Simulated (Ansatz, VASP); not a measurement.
One calculation of GdN, two programs

The input INCAR:

```
SYSTEM = GdN
ALGO = Normal
EDIFF = 1E-6
ENCUT = 520
GGA = PE
ISIF = 2
ISMEAR = -1
ISPIN = 2
LASPH = .TRUE.
LCHARG = .FALSE.
LMAXMIX = 6
LORBIT = 11
LREAL = .FALSE.
LWAVE = .FALSE.
MAGMOM = 7 0
NBANDS = 22
NELM = 150
PREC = Accurate
SIGMA = 0.05
```

KPOINTS

```
k-points
0
G
  13 13 13
  0 0 0
```

The input POSCAR:

```
GdN
1.0
    0.0000000000      2.4742507990      2.4742507990
    2.4742507990      0.0000000000      2.4742507990
    2.4742507990      2.4742507990      0.0000000000
Gd N
1 1
Direct
    0.0000000000      0.0000000000      0.0000000000
    0.5000000000      0.5000000000      0.5000000000
```

Input for Ansatz:

```yaml
crystal:
  lattice:
    - [0.0, 2.474250799, 2.474250799]
    - [2.474250799, 0.0, 2.474250799]
    - [2.474250799, 2.474250799, 0.0]
  atoms:
    - { symbol: Gd, position: [0.0, 0.0, 0.0], spin: 7.0 }
    - { symbol: "N", position: [0.5, 0.5, 0.5] }
magnetization:
  spin_polarized: true
kpoints:
  mp_grid: { grid: [13, 13, 13] }
scf:
  occupations: { method: fermi_dirac, width: 0.05 }
hamiltonian:
  xc: pbe
  pseudopotentials: { kind: all_electron, lapw: { basis_error: 0.0005 } }
output:
  forces: true
  stress: true
  eigenvalues: true
```

Change from the starting cell: volume scaled by 0.97.

Alike in both runs: task single point; functional PBE; k mesh 13 × 13 × 13; occupations fermi-dirac, width 0.05 eV; collinear spin.

|  | VASP | Ansatz |
| --- | --- | --- |
| version | VASP 6.6.1 | Ansatz 0.2.0 |
| potentials or method | VASP PAW PBE potentials, release 64 (Gd, N), cutoff 520 eV | all-electron LAPW, scalar-relativistic |

```csv
,VASP,Ansatz,Ansatz less VASP
pressure (GPa),3.3,3.3,+0.01
net moment per atom (μB),3.50,3.50,0.000
size of the moment on the site where the two differ most (μB),6.80,6.98,+0.180
```

Site moments also hang on the region over which each program counts them. Ansatz ran all-electron here, and VASP with PAW potentials.

Neither program's run includes spin-orbit coupling.
